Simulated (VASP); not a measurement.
# Fe (P6_3/mmc) in VASP: notebook, part 2 of 3

VASP 6.6.1. The steps go on from the part before.

## Step 4: Single point, PBE, collinear spin, antiferromagnetic start (8.98 Å³/atom)

This run uses another cell than the first one, of 8.98 Å³/atom.

File INCAR:

```
  PREC = Accurate
  ENCUT = 600
  EDIFF = 1E-6
  ISMEAR = -1
  SIGMA = 0.05
  LREAL = F
  LASPH = T
  NELM = 200
  ALGO = Normal
  ISIF = 2
  LWAVE = F
  LCHARG = F
  ISPIN = 2
  MAGMOM = 2.5 -2.5
  LORBIT = 11
  LMAXMIX = 4
  GGA = PE
  NBANDS = 19
  GGA_COMPAT = F
```

File KPOINTS:

```
regular mesh
0
Gamma
  16 16 9
```

File POSCAR:

```
Fe
1.0
    2.3588313482      0.0000000000      0.0000000000
   -1.1794156741      2.0428078708      0.0000000000
    0.0000000000      0.0000000000      3.7259250555
Fe
2
Direct
    0.3333333333      0.6666666667      0.2500000000
    0.6666666667      0.3333333333      0.7500000000
```

Launch:

```sh
$ cat potpaw_PBE.64/Fe/POTCAR > POTCAR
$ mpirun -np 1 vasp_std > vasp.out
```

Run time: 74 s. Hardware: 1 thread of AMD EPYC 9R45 (Zen 5), shared host; peak memory 0.18 GiB.

The run converged. Its results:

- Free energy: -15.9983 eV
- Pressure: 48.3 GPa
- Band gap on the k mesh: zero (filled and empty bands overlap)
- Net moment: 0.00 μB per cell
- Valence electrons inside the program's atomic spheres: Fe 7.88

Stress tensor (GPa, compression positive):
```
47.64  0.00  0.00
 0.00 47.64  0.00
 0.00  0.00 49.61
```

Levels at points of the mesh, in eV from the Fermi level:
Spin up:
| k point | band 4 | band 5 | band 6 | band 7 | band 8 | band 9 | band 10 | band 11 | band 12 | band 13 |
| --- | --- | --- | --- | --- | --- | --- | --- | --- | --- | --- |
| (0.00, 0.00, 0.00) | -2.00 | -1.82 | -1.42 | -1.42 | -1.02 | -1.02 | 0.64 | 0.85 | 0.85 | 10.17 |
| (0.50, 0.00, 0.00) | -2.36 | -2.31 | -1.80 | -1.26 | 0.99 | 1.26 | 1.31 | 3.15 | 5.63 | 12.56 |
Spin down:
```
           k point  band 5  band 6  band 7  band 8  band 9  band 10  band 11  band 12
(0.00, 0.00, 0.00)   -1.82   -1.42   -1.42   -1.02   -1.02     0.64     0.85     0.85
(0.50, 0.00, 0.00)   -2.31   -1.80   -1.26    0.99    1.26     1.31     3.15     5.63
```

Caveat: the cell stands under pressure; the moments typed at the start vanished in this run.

## Step 5: Single point, PBE, collinear spin, antiferromagnetic start (9.38 Å³/atom)

This run uses another cell than the first one, of 9.38 Å³/atom.

File INCAR:

```
SYSTEM = Fe
ALGO     = Normal         ! electronic algorithm
EDIFF    = 1E-6           ! SCF threshold, eV
ENCUT    = 600            ! plane-wave cutoff, eV
GGA      = PE             ! functional
GGA_COMPAT= .FALSE.      
ISIF     = 2              ! what is computed and relaxed
ISMEAR   = -1             ! smearing method
ISPIN    = 2              ! spin polarisation
LASPH    = .TRUE.         ! aspherical terms in the spheres
LCHARG   = .FALSE.        ! write CHGCAR
LMAXMIX  = 4              ! l up to which the mixer works
LORBIT   = 11             ! projections on sites
LREAL    = .FALSE.        ! projectors in reciprocal space
LWAVE    = .FALSE.        ! write WAVECAR
MAGMOM   = 2.5 -2.5       ! initial moments
NBANDS   = 19             ! bands
NELM     = 200            ! most SCF steps
PREC     = Accurate       ! precision mode
SIGMA    = 0.05           ! smearing width, eV
```

File KPOINTS:

```
k-points
0
G
  16 16 9
  0 0 0
```

File POSCAR:

```
Fe
1.0
    2.3940429775      0.0000000000      0.0000000000
   -1.1970214888      2.0733020363      0.0000000000
    0.0000000000      0.0000000000      3.7815440771
Fe
2
Direct
    0.3333333333      0.6666666667      0.2500000000
    0.6666666667      0.3333333333      0.7500000000
```

Potentials or basis: VASP PAW PBE potentials, release 64 (Fe).

Launch:

```sh
$ cat potpaw_PBE.64/Fe/POTCAR > POTCAR
$ mpirun -np 1 vasp_std > vasp.out
```

OUTCAR:

```text
SYSTEM = Fe
   EDIFF = 1E-6
   ENCUT = 600
   GGA = PE
   ISIF = 2
   ISMEAR = -1
   ISPIN = 2
   LASPH = .TRUE.
   LORBIT = 11
   LREAL = .FALSE.
   NELM = 200
   PREC = Accurate

 ion  position               nearest neighbor table
   1  0.333  0.667  0.250-   2 2.34   2 2.34   2 2.34   2 2.34   2 2.34   2 2.34
   2  0.667  0.333  0.750-   1 2.34   1 2.34   1 2.34   1 2.34   1 2.34   1 2.34

  LATTYP: Found a hexagonal cell.
 ALAT       =     2.3940429775
 C/A-ratio  =     1.5795639897

  Lattice vectors:

 A1 = (   2.3940429775,   0.0000000000,   0.0000000000)
 A2 = (  -1.1970214888,   2.0733020363,   0.0000000000)
 A3 = (   0.0000000000,   0.0000000000,   3.7815440771)

Analysis of symmetry for initial positions (statically):
=====================================================================
 Subroutine PRICEL returns:
 Original cell was already a primitive cell.

 Routine SETGRP: Setting up the symmetry group for a
 hexagonal supercell.

 Subroutine GETGRP returns: Found 24 space group operations
 (whereof 12 operations were pure point group operations)
 out of a pool of 24 trial point group operations.

The static configuration has the point symmetry D_3d.
 The point group associated with its full space group is D_6h.

Analysis of symmetry for dynamics (positions and initial velocities):
=====================================================================
 Subroutine PRICEL returns:
 Original cell was already a primitive cell.

 Routine SETGRP: Setting up the symmetry group for a
 hexagonal supercell.

 Subroutine GETGRP returns: Found 24 space group operations
 (whereof 12 operations were pure point group operations)
 out of a pool of 24 trial point group operations.

The dynamic configuration has the point symmetry D_3d.
 The point group associated with its full space group is D_6h.

Analysis of structural, dynamic, and magnetic symmetry:
=====================================================================
 Subroutine PRICEL returns:
 Original cell was already a primitive cell.

 Routine SETGRP: Setting up the symmetry group for a
 hexagonal supercell.

 Subroutine GETGRP returns: Found 24 space group operations
 (whereof 12 operations were pure point group operations)
 out of a pool of 24 trial point group operations.

The overall configuration has the point symmetry D_3d.
 The point group associated with its full space group is D_6h.

 Subroutine INISYM returns: Found 24 space group operations
 (whereof 12 operations are pure point group operations),
 and found     1 'primitive' translations

----------------------------------------------------------------------------------------

                                     Primitive cell

  volume of cell :      18.7700

  direct lattice vectors                    reciprocal lattice vectors
     2.394042977  0.000000000  0.000000000     0.417703445  0.241161197  0.000000000
    -1.197021489  2.073302036  0.000000000     0.000000000  0.482322393  0.000000000
     0.000000000  0.000000000  3.781544077     0.000000000  0.000000000  0.264442244

  length of vectors
     2.394042977  2.394042978  3.781544077     0.482322393  0.482322393  0.264442244

  position of ions in fractional coordinates (direct lattice)
[... 71 lines left out ...]
   ISTART =      0    job   : 0-new  1-cont  2-samecut
   ICHARG =      2    charge: 1-file 2-atom 10-const
   ISPIN  =      2    spin polarized calculation?
   LNONCOLLINEAR =      F non collinear calculations
   LSORBIT =      F    spin-orbit coupling
   LASPH  =      T    aspherical Exc in radial PAW
   ENCUT  =  600.0 eV  44.10 Ry    6.64 a.u.   4.78  4.78  7.55*2*pi/ulx,y,z
   NELM   =    200;   NELMIN=  2; NELMDL= -5     # of ELM steps
   EDIFF  = 0.1E-05   stopping-criterion for ELM
   LREAL  =      F    real-space projection
   EDIFFG = 0.1E-04   stopping-criterion for IOM
   NSW    =      0    number of steps for IOM
   IBRION =     -1    ionic relax: 0-MD 1-quasi-New 2-CG
   NFREE  =      0    steps in history (QN), initial steepest desc. (CG)
   ISIF   =      2    stress and relaxation
   ISYM   =      2    0-nonsym 1-usesym 2-fastsym
   POTIM  = 0.5000    time-step for ionic-motion
   TEBEG  =    0.0;   TEEND  =   0.0 temperature during run
   PSTRESS=    0.0 pullay stress
   NELECT =      16.0000    total number of electrons
   NUPDOWN=      -1.0000    fix difference up-down
   EMIN   =  10.00;   EMAX   =-10.00  energy-range for DOS
   EFERMI =   0.00;   METHOD = LEGACY
   ISMEAR =    -1;   SIGMA  =   0.05  broadening in eV -4-tet -1-fermi 0-gaus
   EFERMI_NEDOS =   21; number of points for ismear=-14 and -15
   IALGO  =     38    algorithm
   IMIX   =      4    mixing-type and parameters
     AMIX     =   0.40;   BMIX     =  1.00
     AMIX_MAG =   1.60;   BMIX_MAG =  1.00
  volume/ion in A,a.u.               =       9.38        63.33
  Fermi-wavevector in a.u.,A,eV,Ry     =   1.552245  2.933318 32.782754  2.409464
  Thomas-Fermi vector in A             =   2.656648
   LORBIT       =     11    0 simple, 1 ext, 2 COOP (PROOUT), +10 PAW based schemes
   GGA     = PE    functional components
   LHFCALC =     F    Hartree Fock is set to
   AEXX    =    0.0000 exact exchange contribution
   IVDW    =     0    specifies the selected vdW correction
   LEPSILON=     F    determine dielectric tensor
   LRPA    =     F    only Hartree local field effects (RPA)
 spin polarized calculation
  energy-cutoff  :      600.00
  volume of cell :       18.77
 maximum number of plane-waves:       648
 NGX is ok and might be reduce to    20
   NGX =  9   NGY =  9   NGZ = 15

 number of electron      15.9999999 magnetization      -0.0000000

 number of electron      15.9999999 magnetization       0.0000000

 Free energy of the ion-electron system (eV)
  ---------------------------------------------------
  ext. energy  EPLUGINS =         0.00000000
  ---------------------------------------------------
  free energy    TOTEN  =       -16.19106418 eV

  energy without entropy =      -16.17556594  energy(sigma->0) =      -16.18331506

 E-fermi :   7.8766     XC(G=0): -14.2807

 val. band max:        7.8698657414   @ k =   0.3750   0.1250   0.3333
 cond. band min:       7.8907945266   @ k =   0.3125  -0.0000   0.1111
 fundamental gap:      0.0209287851
 Fermi energy:         7.8766058884

 spin component 1

 k-point     1 :       0.0000    0.0000    0.0000
  band No.  band energies     occupation
      1      -1.5129      1.00000
      2       2.4315      1.00000
      3       6.0116      1.00000
      4       6.0116      1.00000
      5       6.1689      1.00000
      6       6.5429      1.00000
[... 517 lines left out ...]
     18      29.8427      0.00000
     19      31.9197      0.00000

 [... further k-points ...]

 spin component 2

 k-point     1 :       0.0000    0.0000    0.0000
  band No.  band energies     occupation
      1      -1.5129      1.00000
      2       2.4315      1.00000
      3       6.0116      1.00000
      4       6.0116      1.00000
      5       6.1689      1.00000
      6       6.5429      1.00000
[... 517 lines left out ...]
     18      29.8427      0.00000
     19      31.9197      0.00000

 [... further k-points ...]

------------------------ aborting loop because EDIFF is reached ----------------------------------------

  FORCE on cell =-STRESS in cart. coord.  units (eV):
  Direction    XX          YY          ZZ          XY          YZ          ZX
  --------------------------------------------------------------------------------------
  -------------------------------------------------------------------------------------
  Total        3.2385725      3.2385725      3.3790943     -0.0000000      0.0000000      0.0000000
  in kB      276.4397708    276.4397709    288.4345054     -0.0000000      0.0000000      0.0000000
  external PRESSURE =     280.4380157 kB  Pullay stress =       0.0000000 kB

 VOLUME and BASIS-vectors are now :
 -----------------------------------------------------------------------------
  energy-cutoff  :      600.00
  volume of cell :       18.77
      direct lattice vectors                 reciprocal lattice vectors
     2.394042977  0.000000000  0.000000000     0.417703445  0.241161197  0.000000000
    -1.197021489  2.073302036  0.000000000     0.000000000  0.482322393  0.000000000
     0.000000000  0.000000000  3.781544077     0.000000000  0.000000000  0.264442244

 POSITION                                       TOTAL-FORCE (eV/Angst)
 -----------------------------------------------------------------------------------
     -0.00000      1.38220      0.94539        -0.000000      0.000000      0.000000
      1.19702      0.69110      2.83616         0.000000      0.000000      0.000000
 -----------------------------------------------------------------------------------
    total drift:                                0.000000      0.000000     -0.000000

  FREE ENERGIE OF THE ION-ELECTRON SYSTEM (eV)
  ---------------------------------------------------
  free  energy   TOTEN  =       -16.1910641835 eV

  energy  without entropy=      -16.1755659384  energy(sigma->0) =      -16.18331506

 total charge

# of ion       s       p       d       tot
------------------------------------------
    1        0.580   0.728   6.431   7.739
    2        0.580   0.728   6.431   7.739
--------------------------------------------------
tot          1.160   1.456  12.861  15.477

 magnetization (x)

# of ion       s       p       d       tot
------------------------------------------
    1       -0.000  -0.000  -0.000  -0.000
    2        0.000   0.000   0.000   0.000
--------------------------------------------------
tot          0.000   0.000   0.000   0.000
```

Run time: 76 s. Hardware: 1 thread of AMD EPYC 9R45 (Zen 5), shared host; peak memory 0.18 GiB.

Results:

- Free energy: -16.1911 eV
- Pressure: 28.0 GPa
- Band gap on the k mesh: zero (filled and empty bands overlap)
- Net moment: 0.00 μB per cell
- Valence electrons inside the program's atomic spheres: Fe 7.74

Caveat: the cell stands under pressure; the moments typed at the start vanished in this run.

[end of part 2 of 3]

The gap in the log of VASP goes by the Fermi energy; the results here count the filled bands.